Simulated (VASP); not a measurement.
Here is a VASP 6.6.1 calculation.

The input INCAR:

```
PREC     = Accurate       # precision mode
ENCUT    = 600            # plane-wave cutoff, eV
EDIFF    = 1E-6           # SCF threshold, eV
ISMEAR   = 0              # smearing method
SIGMA    = 0.02           # smearing width, eV
LREAL    = F              # projectors in reciprocal space
LASPH    = T              # aspherical terms in the spheres
NELM     = 100            # most SCF steps
ALGO     = Normal         # electronic algorithm
ISIF     = 3              # what is computed and relaxed
LWAVE    = F              # write WAVECAR
LCHARG   = F              # write CHGCAR
GGA      = CA             # functional
IBRION   = 2              # ionic algorithm
NSW      = 100            # ionic steps
EDIFFG   = -0.005         # ionic threshold
```

Contents of KPOINTS:

```
regular mesh
0
Gamma
  6 6 8
```

File POSCAR:

```
HfO2
1.0
    4.8135329900      0.0000000000      0.0000000000
    0.0000000000      4.8135329900      0.0000000000
    0.0000000000      0.0000000000      3.2054154100
Hf O
2 4
Direct
    0.0000000000      0.0000000000      0.0000000000
    0.5000000000      0.5000000000      0.5000000000
    0.1949551200      0.8050448800      0.5000000000
    0.3050448800      0.3050448800      0.0000000000
    0.6949551200      0.6949551200      0.0000000000
    0.8050448800      0.1949551200      0.5000000000
```

Potentials or basis: VASP PAW LDA potentials, release 64 (Hf_pv, O).

The run is started by

```console
$ cat potpaw_LDA.64/Hf_pv/POTCAR potpaw_LDA.64/O/POTCAR > POTCAR
$ mpirun -np 1 vasp_std > vasp.out
```

**Question.** What does it give for the space group after relaxing (to 0.1 Å)?

**Answer.** P4_2/mnm (No. 136).

**Question.** Predict the relaxed cell.

**Answer.** a = 4.772 Å, b = 4.772 Å, c = 3.177 Å, α = 90.00°, β = 90.00°, γ = 90.00°.

**Question.** What does it give for the relaxed volume?

**Answer.** 12.06 Å³/atom.

**Question.** Estimate the band gap on the k mesh.

**Answer.** 3.87 eV.

The path:
| step | energy change (eV) | largest force (eV/Å) | pressure (GPa) | volume (Å³) |
| --- | --- | --- | --- | --- |
| 1 | 0.0000 | 0.0789 | -6.22 | 74.27 |
| 2 | 0.0880 | 0.3459 | 12.58 | 69.23 |
| 3 | -0.0378 | 0.0522 | -0.09 | 72.44 |
| 4 | -0.0378 | 0.0551 | -0.07 | 72.40 |
| 5 | -0.0383 | 0.0178 | 0.03 | 72.32 |
| 6 | -0.0383 | 0.0027 | 0.01 | 72.34 |

Caveat: spin-orbit coupling is left out, which moves the levels of the heavy elements. A k mesh can miss the band edges.
